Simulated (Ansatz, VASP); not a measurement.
**TaF3: VASP beside Ansatz**

File INCAR:

```
SYSTEM = TaF3
ALGO = Normal ; EDIFF = 1E-6
ENCUT = 520 ; GGA = CA
ISIF = 2 ; ISMEAR = -1
LASPH = .True. ; LCHARG = .False.
LREAL = .False. ; LWAVE = .False.
NBANDS = 24 ; NELM = 100
PREC = Accurate ; SIGMA = 0.1
```

The input KPOINTS:

```
k-points
0
Gamma
  6 6 6
  0 0 0
```

Contents of POSCAR:

```
TaF3
1.0
    4.1666460000      0.0000000000      0.0000000000
    0.0000000000      4.1666460000      0.0000000000
    0.0000000000      0.0000000000      4.1666460000
Ta F
1 3
Direct
    0.0000000000      0.0000000000      0.0000000000
    0.0000000000      0.5000000000      0.0000000000
    0.5000000000      0.0000000000      0.0000000000
    0.0000000000      0.0000000000      0.5000000000
```

Input for Ansatz:

```yaml
crystal:
  lattice:
    - [4.166646, 0.0, 0.0]
    - [0.0, 4.166646, 0.0]
    - [0.0, 0.0, 4.166646]
  atoms:
    - { symbol: Ta, position: [0.0, 0.0, 0.0] }
    - { symbol: F, position: [0.0, 0.5, 0.0] }
    - { symbol: F, position: [0.5, 0.0, 0.0] }
    - { symbol: F, position: [0.0, 0.0, 0.5] }
basis:
  ecutwfc: 470.0
kpoints:
  mp_grid:
    grid: [6, 6, 6]
hamiltonian:
  xc: lda
scf:
  occupations:
    method: fermi_dirac
    width: 0.1
output:
  forces: true
  stress: true
```

Alike in both runs: task single point; functional LDA; k mesh 6 × 6 × 6; occupations fermi-dirac, width 0.1 eV; no spin polarisation.

```csv
,VASP,Ansatz
version,VASP 6.6.1,Ansatz 0.2.0
potentials or method,"VASP PAW LDA potentials, release 64 (Ta_pv, F), cutoff 520 eV","plane waves, PAW"
valence electrons in the cell,32,34
```

```tsv
	VASP	Ansatz	Ansatz less VASP
pressure (GPa)	-9.6	-9.8	-0.20
```

LDA's correlation is that of Perdew and Zunger in VASP and of Perdew and Wang (1992) in Ansatz. VASP's potentials hold 32 valence electrons a cell and Ansatz's 34, so a difference there can come from the potentials and not from the codes.

Spin-orbit coupling is off throughout.
